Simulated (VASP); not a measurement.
Runs of VASP 6.6.1 on ZnS. Symmetry: F-43m, No. 216, cubic system. The conventional cell has a = 5.387 Å, b = 5.387 Å, c = 5.387 Å, α = 90.00°, β = 90.00°, γ = 90.00°. Within 3.1 Å of Zn (site symmetry -43m) lie 4 S at 2.33 Å. Within 3.1 Å of S (site symmetry -43m) lie 4 Zn at 2.33 Å. 

| level | k mesh | cutoff (eV) | smearing | gap on the mesh (eV) | pressure (GPa) |
| --- | --- | --- | --- | --- | --- |
| PBE | 6 × 6 × 6 | 500 | gaussian 0.01 eV | 2.15 | 2.5 |
| PBE | 3 × 3 × 3 | 500 | gaussian 0.01 eV | 2.12 | 3.8 |
| revPBE | 4 × 4 × 4, shifted | 520 | gaussian 0.1 eV | 3.11 | (a) |
| PBE | 6 × 6 × 6 | 500 | gaussian 0.0045 eV | 2.15 | 2.5 |
| PBE | 2 × 2 × 2 | 500 | gaussian 0.1 eV | 2.04 | (b) |

Alike in all rows: task single point; potentials or basis VASP PAW PBE potentials, release 64 (Zn, S); no spin polarisation; cell as given.

Task: Estimate the missing entries.

Result: (a) 4.3; (b) 8.4.

Caveats: some runs use coarse meshes; the PAW data sets were made with another functional, which shifts forces and pressure a little (some runs).

A k mesh can miss the band edges.
